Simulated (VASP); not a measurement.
# Nb (Im-3m) in VASP: notebook

Aim: see how the results for Nb move with the level of theory and the settings. Levels: PBE0, HSE06, PBE, RPBE+D3(BJ). Tasks: single point.

All numbers are computed with VASP 6.6.1; they aren't measurements. Logs are shortened: lines on timing, memory, paths and dates and some standing lists are left out, and cuts for length are marked.

### Step 1. The cell of the first run

It takes space group Im-3m (No. 229, cubic). The conventional cell has a = 3.283 Å, b = 3.283 Å, c = 3.283 Å, α = 90.00°, β = 90.00°, γ = 90.00°. Nb (site symmetry m-3m) has 14 Nb at 2.84 to 3.28 Å within 3.7 Å.

### Step 2. Single point, PBE0

Contents of POSCAR:

```
Nb
1.0
   -1.6414614324      1.6414614324      1.6414614324
    1.6414614324     -1.6414614324      1.6414614324
    1.6414614324      1.6414614324     -1.6414614324
Nb
1
Direct
    0.0000000000      0.0000000000      0.0000000000
```

Contents of INCAR.step1:

```
SYSTEM = Nb
ALGO = Normal
EDIFF = 1E-5
ENCUT = 400
GGA = PE
GGA_COMPAT = .False.
ISIF = 2
ISMEAR = -1
LASPH = .True.
LREAL = .False.
LWAVE = .True.
NBANDS = 12
NELM = 120
PREC = Accurate
SIGMA = 0.05
```

Contents of INCAR.step2:

```
SYSTEM = Nb
AEXX = 0.25
ALGO = Normal
EDIFF = 1E-6
ENCUT = 400
GGA = PE
GGA_COMPAT = .False.
ISIF = 2
ISMEAR = -1
ISTART = 1
LASPH = .True.
LCHARG = .True.
LELF = .True.
LHFCALC = .True.
LREAL = .False.
LVHAR = .True.
LWAVE = .False.
NBANDS = 12
NELM = 120
PREC = Accurate
PRECFOCK = Normal
SIGMA = 0.05
```

Contents of KPOINTS:

```
k-points
0
Gamma
  6 6 6
  0 0 0
```

Potentials or basis: VASP PAW PBE potentials, release 64 (Nb_sv).

On the command line:

```console
> cat potpaw_PBE.64/Nb_sv/POTCAR > POTCAR
> cp INCAR.step1 INCAR
> mpirun -np 1 vasp_std > vasp.out
> cp INCAR.step2 INCAR
> mpirun -np 1 vasp_std > vasp.out
```

OUTCAR:

```text
SYSTEM = Nb
   AEXX = 0.25
   EDIFF = 1E-6
   ENCUT = 400
   GGA = PE
   ISIF = 2
   ISMEAR = -1
   ISTART = 1
   LASPH = .True.
   LHFCALC = .True.
   LREAL = .False.
   NELM = 120
   PREC = Accurate
   PRECFOCK = Normal

 ion  position               nearest neighbor table
   1  0.000  0.000  0.000-

  LATTYP: Found a body centered cubic cell.
 ALAT       =     3.2829228648

  Lattice vectors:

 A1 = (  -1.6414614324,   1.6414614324,   1.6414614324)
 A2 = (   1.6414614324,  -1.6414614324,   1.6414614324)
 A3 = (   1.6414614324,   1.6414614324,  -1.6414614324)

Analysis of symmetry for initial positions (statically):
=====================================================================
 Subroutine PRICEL returns:
 Original cell was already a primitive cell.

 Routine SETGRP: Setting up the symmetry group for a
 body centered cubic supercell.

 Subroutine GETGRP returns: Found 48 space group operations
 (whereof 48 operations were pure point group operations)
 out of a pool of 48 trial point group operations.

The static configuration has the point symmetry O_h .

Analysis of symmetry for dynamics (positions and initial velocities):
=====================================================================
 Subroutine PRICEL returns:
 Original cell was already a primitive cell.

 Routine SETGRP: Setting up the symmetry group for a
 body centered cubic supercell.

 Subroutine GETGRP returns: Found 48 space group operations
 (whereof 48 operations were pure point group operations)
 out of a pool of 48 trial point group operations.

The dynamic configuration has the point symmetry O_h .

 Subroutine INISYM returns: Found 48 space group operations
 (whereof 48 operations are pure point group operations),
 and found     1 'primitive' translations

----------------------------------------------------------------------------------------

                                     Primitive cell

  volume of cell :      17.6910

  direct lattice vectors                    reciprocal lattice vectors
    -1.641461432  1.641461432  1.641461432     0.000000000  0.304606609  0.304606609
     1.641461432 -1.641461432  1.641461432     0.304606609  0.000000000  0.304606609
     1.641461432  1.641461432 -1.641461432     0.304606609  0.304606609  0.000000000

  length of vectors
     2.843094600  2.843094600  2.843094600     0.430778797  0.430778797  0.430778797

  position of ions in fractional coordinates (direct lattice)
     0.000000000  0.000000000  0.000000000

  ion indices of the primitive-cell ions
   primitive index   ion index
                 1           1

----------------------------------------------------------------------------------------

 KPOINTS: k-points

Automatic generation of k-mesh.
 Grid dimensions read from file:
 generate k-points for:    6    6    6

 Generating k-lattice:

  Cartesian coordinates                     Fractional coordinates (reciprocal lattice)
     0.000000000  0.050767768  0.050767768     0.166666667  0.000000000  0.000000000
     0.050767768  0.000000000  0.050767768     0.000000000  0.166666667  0.000000000
     0.050767768  0.050767768  0.000000000     0.000000000  0.000000000  0.166666667

  Length of vectors
     0.071796466  0.071796466  0.071796466

  Shift w.r.t. Gamma in fractional coordinates (k-lattice)
     0.000000000  0.000000000  0.000000000

 Subroutine IBZKPT returns following result:
 ===========================================

 Found     16 irreducible k-points:

 Following reciprocal coordinates:
            Coordinates               Weight
  0.000000  0.000000  0.000000      1.000000
  0.166667  0.000000  0.000000     12.000000
  0.333333  0.000000  0.000000     12.000000
  0.500000  0.000000  0.000000      6.000000
  0.166667  0.166667  0.000000     24.000000
  0.333333  0.166667  0.000000     48.000000
[... 8 lines left out ...]
  0.500000  0.500000  0.333333     12.000000
  0.500000  0.500000  0.500000      1.000000
   k-points           NKPTS =     16   k-points in BZ     NKDIM =    216   number of bands    NBANDS=     12
   number of dos      NEDOS =    301   number of ions     NIONS =      1
   total plane-waves  NPLWV =   8000
   dimension x,y,z NGX =    20 NGY =   20 NGZ =   20
   dimension x,y,z NGXF=    40 NGYF=   40 NGZF=   40
   ions per type =               1
   NGX,Y,Z   is equivalent  to a cutoff of  11.69, 11.69, 11.69 a.u.
   NGXF,Y,Z  is equivalent  to a cutoff of  23.39, 23.39, 23.39 a.u.
 SYSTEM =  Nb
   PREC   = accura    normal or accurate (medium, high low for compatibility)
   ISTART =      1    job   : 0-new  1-cont  2-samecut
   ICHARG =      0    charge: 1-file 2-atom 10-const
   ISPIN  =      1    spin polarized calculation?
   LNONCOLLINEAR =      F non collinear calculations
   LSORBIT =      F    spin-orbit coupling
   LASPH  =      T    aspherical Exc in radial PAW
   ENCUT  =  400.0 eV  29.40 Ry    5.42 a.u.   4.64  4.64  4.64*2*pi/ulx,y,z
   NELM   =    120;   NELMIN=  2; NELMDL=  0     # of ELM steps
   EDIFF  = 0.1E-05   stopping-criterion for ELM
   LREAL  =      F    real-space projection
   EDIFFG = 0.1E-04   stopping-criterion for IOM
   NSW    =      0    number of steps for IOM
   IBRION =     -1    ionic relax: 0-MD 1-quasi-New 2-CG
   NFREE  =      0    steps in history (QN), initial steepest desc. (CG)
   ISIF   =      2    stress and relaxation
   ISYM   =      3    0-nonsym 1-usesym 2-fastsym
   POTIM  = 0.5000    time-step for ionic-motion
   TEBEG  =    0.0;   TEEND  =   0.0 temperature during run
   PSTRESS=    0.0 pullay stress
   NELECT =      13.0000    total number of electrons
   NUPDOWN=      -1.0000    fix difference up-down
   EMIN   =  10.00;   EMAX   =-10.00  energy-range for DOS
   EFERMI =   0.00;   METHOD = LEGACY
   ISMEAR =    -1;   SIGMA  =   0.05  broadening in eV -4-tet -1-fermi 0-gaus
   EFERMI_NEDOS =   21; number of points for ismear=-14 and -15
   IALGO  =     38    algorithm
   IMIX   =      1    mixing-type and parameters
     AMIX     =   0.40;   BMIX     =  1.00
     AMIX_MAG =   1.60;   BMIX_MAG =  1.00
  volume/ion in A,a.u.               =      17.69       119.38
  Fermi-wavevector in a.u.,A,eV,Ry     =   1.477311  2.791713 29.694005  2.182448
  Thomas-Fermi vector in A             =   2.591731
   LORBIT       =      0    0 simple, 1 ext, 2 COOP (PROOUT), +10 PAW based schemes
   GGA     = PE    functional components
   LHFCALC =     T    Hartree Fock is set to
   PRECFOCK=normal    Normal, Fast or Accurate (Low or Medium for compatibility)
   ENCUT4O =  -1.0   cutoff for four orbital integrals eV
   NKREDX  =     1    reduce k-point grid by
   NKREDY  =     1    reduce k-point grid by
   NKREDZ  =     1    reduce k-point grid by
   AEXX    =    0.2500 exact exchange contribution
   HFSCREEN=    0.0000 screening length (either q_TF or 0.3 A-1)
   HFSCREENC=   0.0000 screening length for correlation (either q_TF or 0.3 A-1)
   ENCUTFOCK=  -1.0 apply spherical cutoff to Coloumb kernel
   IVDW    =     0    specifies the selected vdW correction
   LEPSILON=     F    determine dielectric tensor
   LRPA    =     F    only Hartree local field effects (RPA)
 non-spin polarized calculation
  energy-cutoff  :      400.00
  volume of cell :       17.69
 maximum number of plane-waves:       329
 NGX is ok and might be reduce to    20
  NGX = 14; NGY = 14; NGZ = 14

 number of electron      13.0000001 magnetization

 Free energy of the ion-electron system (eV)
  ---------------------------------------------------
  ext. energy  EPLUGINS =         0.00000000
  ---------------------------------------------------
  free energy    TOTEN  =       -12.93871339 eV

  energy without entropy =      -12.93319409  energy(sigma->0) =      -12.93595374

 E-fermi :  11.7122     XC(G=0):  -9.8863

 val. band max:       10.8517526195   @ k =   0.1667   0.0000   0.0000
 cond. band min:      11.8560804728   @ k =   0.3333   0.1667   0.0000
 fundamental gap:      1.0043278533
 Fermi energy:        11.7122361154

 k-point     1 :       0.0000    0.0000    0.0000
  band No.  band energies     occupation
      1     -47.2127      2.00000
      2     -20.9561      2.00000
      3     -20.9561      2.00000
      4     -20.9561      2.00000
      5       3.9943      2.00000
      6      12.3173      0.00001
      7      12.3173      0.00001
      8      12.3173      0.00001
      9      15.9790      0.00000
     10      15.9790      0.00000
     11      26.8553      0.00000
     12      26.8553      0.00000

 k-point     2 :       0.1667    0.0000    0.0000
  band No.  band energies     occupation
      1     -47.1393      2.00000
      2     -21.3985      2.00000
      3     -21.0889      2.00000
      4     -20.9607      2.00000
      5       5.2168      2.00000
      6      10.8518      2.00000
      7      11.8764      0.07227
      8      13.5827      0.00000
      9      15.2365      0.00000
     10      15.9618      0.00000
     11      27.5572      0.00000
     12      28.9176      0.00000

 k-point     3 :       0.3333    0.0000    0.0000
  band No.  band energies     occupation
      1     -46.9894      2.00000
      2     -22.2189      2.00000
      3     -21.3405      2.00000
      4     -20.9673      2.00000
      5       6.7175      2.00000
      6       9.4251      2.00000
      7      12.0840      0.00118
      8      15.6690      0.00000
      9      16.2869      0.00000
     10      16.7644      0.00000
     11      25.8253      0.00000
     12      27.5737      0.00000
[... 166 lines left out ...]
 k-point    15 :       0.5000    0.5000    0.3333
  band No.  band energies     occupation
      1     -46.7595      2.00000
      2     -22.1949      2.00000
      3     -21.9119      2.00000
      4     -21.7994      2.00000
      5       7.2738      2.00000
      6       7.5820      2.00000
      7      14.6610      0.00000
      8      15.1249      0.00000
      9      18.5563      0.00000
     10      21.4292      0.00000
     11      23.4623      0.00000
     12      25.0101      0.00000

 k-point    16 :       0.5000    0.5000    0.5000
  band No.  band energies     occupation
      1     -46.7076      2.00000
      2     -22.0522      2.00000
      3     -22.0522      2.00000
      4     -22.0522      2.00000
      5       6.5328      2.00000
      6       6.5328      2.00000
      7      18.3486      0.00000
      8      18.3486      0.00000
      9      18.3486      0.00000
     10      21.6817      0.00000
     11      21.6817      0.00000
     12      21.6817      0.00000

------------------------ aborting loop because EDIFF is reached ----------------------------------------

  FORCE on cell =-STRESS in cart. coord.  units (eV):
  Direction    XX          YY          ZZ          XY          YZ          ZX
  --------------------------------------------------------------------------------------
  -------------------------------------------------------------------------------------
  Total       -0.3986237     -0.3986237     -0.3986237     -0.0000000     -0.0000000      0.0000000
  in kB      -36.1012061    -36.1012061    -36.1012061     -0.0000000     -0.0000000      0.0000000
  external PRESSURE =     -36.1012061 kB  Pullay stress =       0.0000000 kB

 VOLUME and BASIS-vectors are now :
 -----------------------------------------------------------------------------
  energy-cutoff  :      400.00
  volume of cell :       17.69
      direct lattice vectors                 reciprocal lattice vectors
    -1.641461432  1.641461432  1.641461432     0.000000000  0.304606609  0.304606609
     1.641461432 -1.641461432  1.641461432     0.304606609  0.000000000  0.304606609
     1.641461432  1.641461432 -1.641461432     0.304606609  0.304606609  0.000000000

 POSITION                                       TOTAL-FORCE (eV/Angst)
 -----------------------------------------------------------------------------------
      0.00000      0.00000      0.00000         0.000000      0.000000      0.000000
 -----------------------------------------------------------------------------------
    total drift:                                0.000000     -0.000000     -0.000000

  FREE ENERGIE OF THE ION-ELECTRON SYSTEM (eV)
  ---------------------------------------------------
  free  energy   TOTEN  =       -12.9387133924 eV

  energy  without entropy=      -12.9331940901  energy(sigma->0) =      -12.93595374
```

Wall time 5.8 min (1 thread of AMD EPYC 9R14 (Zen 4), shared host); peak memory 0.1 GiB.

What came out:

| Item | Value |
| --- | --- |
| Free energy | -12.9387 eV |
| Pressure | -3.6 GPa |

Levels at points of the mesh, in eV from the Fermi level:
| k point | band 3 | band 4 | band 5 | band 6 | band 7 | band 8 | band 9 | band 10 |
| --- | --- | --- | --- | --- | --- | --- | --- | --- |
| (0.00, 0.00, 0.00) | -32.67 | -32.67 | -7.72 | 0.61 | 0.61 | 0.61 | 4.27 | 4.27 |
| (0.50, 0.00, 0.00) | -33.17 | -32.68 | -5.21 | -2.84 | 2.40 | 4.25 | 4.99 | 7.53 |
| (0.50, 0.50, 0.50) | -33.76 | -33.76 | -5.18 | -5.18 | 6.64 | 6.64 | 6.64 | 9.97 |

Caveat: the k points lie up to 0.45 Å⁻¹ apart; the PAW data sets were made with another functional, which shifts forces and pressure a little.

### Step 3. Single point, HSE06

This run uses another cell than the first one, of 18.06 Å³/atom, 1.021 times its volume.

Contents of POSCAR:

```
Nb
1.0
   -1.6527822138      1.6527822138      1.6527822138
    1.6527822138     -1.6527822138      1.6527822138
    1.6527822138      1.6527822138     -1.6527822138
Nb
1
Direct
    0.0000000000      0.0000000000      0.0000000000
```

Contents of INCAR.step1:

```
SYSTEM = Nb
  ALGO = Normal
  EDIFF = 1E-5
  ENCUT = 400
  GGA = PE
  GGA_COMPAT = .FALSE.
  ISIF = 2
  ISMEAR = -1
  LASPH = .TRUE.
  LCHARG = .FALSE.
  LREAL = .FALSE.
  LWAVE = .TRUE.
  NBANDS = 12
  NELM = 120
  PREC = Accurate
  SIGMA = 0.05
```

Contents of INCAR.step2:

```
SYSTEM = Nb
  ALGO = Normal
  EDIFF = 1E-6
  ENCUT = 400
  GGA = PE
  GGA_COMPAT = .FALSE.
  HFSCREEN = 0.2079
  ISIF = 2
  ISMEAR = -1
  ISTART = 1
  LASPH = .TRUE.
  LCHARG = .FALSE.
  LHFCALC = .TRUE.
  LREAL = .FALSE.
  LWAVE = .FALSE.
  NBANDS = 12
  NELM = 120
  PREC = Accurate
  PRECFOCK = Normal
  SIGMA = 0.05
```

Contents of KPOINTS:

```
k-points
0
G
  6 6 6
  0 0 0
```

Potentials or basis: VASP PAW PBE potentials, release 64 (Nb_sv).

On the command line:

```console
> cat potpaw_PBE.64/Nb_sv/POTCAR > POTCAR
> cp INCAR.step1 INCAR
> mpirun -np 1 vasp_std > vasp.out
> cp INCAR.step2 INCAR
> mpirun -np 1 vasp_std > vasp.out
```

Wall time 6 min (1 thread of AMD EPYC 9R14 (Zen 4), shared host); peak memory 0.19 GiB.

It converged, with:

- Free energy: -11.7968 eV
- Pressure: -6.9 GPa

Levels at points of the mesh, in eV from the Fermi level:
| k point | band 2 | band 3 | band 4 | band 5 | band 6 | band 7 | band 8 | band 9 | band 10 | band 11 |
| --- | --- | --- | --- | --- | --- | --- | --- | --- | --- | --- |
| (0.00, 0.00, 0.00) | -32.05 | -32.05 | -32.05 | -6.96 | 0.54 | 0.54 | 0.54 | 4.06 | 4.06 | 14.96 |
| (0.50, 0.00, 0.00) | -33.60 | -32.52 | -32.06 | -4.42 | -2.10 | 2.22 | 4.03 | 4.77 | 7.20 | 12.26 |
| (0.50, 0.50, 0.50) | -33.08 | -33.08 | -33.08 | -4.35 | -4.35 | 6.34 | 6.34 | 6.34 | 9.65 | 9.65 |

Caveat: the k points lie up to 0.45 Å⁻¹ apart; the PAW data sets were made with another functional, which shifts forces and pressure a little.

### Step 4. Single point, PBE

This run uses another cell than the first one, of 18.43 Å³/atom, 1.042 times its volume.

Contents of INCAR:

```
SYSTEM = Nb
  PREC = Accurate
  ENCUT = 500
  EDIFF = 1E-6
  ISMEAR = -1
  SIGMA = 0.03
  LREAL = .FALSE.
  LASPH = .TRUE.
  NELM = 120
  ALGO = Normal
  ISIF = 2
  LWAVE = .FALSE.
  LCHARG = .FALSE.
  GGA = PE
  NBANDS = 12
  GGA_COMPAT = .FALSE.
```

Contents of KPOINTS:

```
regular mesh
0
G
  8 8 8
  0 0 0
```

Contents of POSCAR:

```
Nb
1.0
   -1.6639500000      1.6639500000      1.6639500000
    1.6639500000     -1.6639500000      1.6639500000
    1.6639500000      1.6639500000     -1.6639500000
Nb
1
Direct
    0.0000000000      0.0000000000      0.0000000000
```

On the command line:

```console
> cat potpaw_PBE.64/Nb_sv/POTCAR > POTCAR
> mpirun -np 1 vasp_std > vasp.out
```

Wall time 3.1 s (1 thread of Intel Xeon 6975P-C (Granite Rapids), shared host); peak memory 0.13 GiB.

It converged, with:

```
Free energy : -10.2423 eV
Pressure    : -2.7 GPa
```

Levels at points of the mesh, in eV from the Fermi level:
| k point | band 3 | band 4 | band 5 | band 6 | band 7 | band 8 | band 9 | band 10 |
| --- | --- | --- | --- | --- | --- | --- | --- | --- |
| (0.00, 0.00, 0.00) | -29.62 | -29.62 | -5.75 | 0.51 | 0.51 | 0.51 | 3.34 | 3.34 |
| (0.50, 0.00, 0.00) | -30.02 | -29.63 | -3.49 | -1.45 | 2.32 | 3.36 | 4.02 | 6.32 |
| (0.50, 0.50, 0.50) | -30.49 | -30.49 | -3.45 | -3.45 | 5.58 | 5.58 | 5.58 | 9.03 |

(Continued in part 2 of 2.)
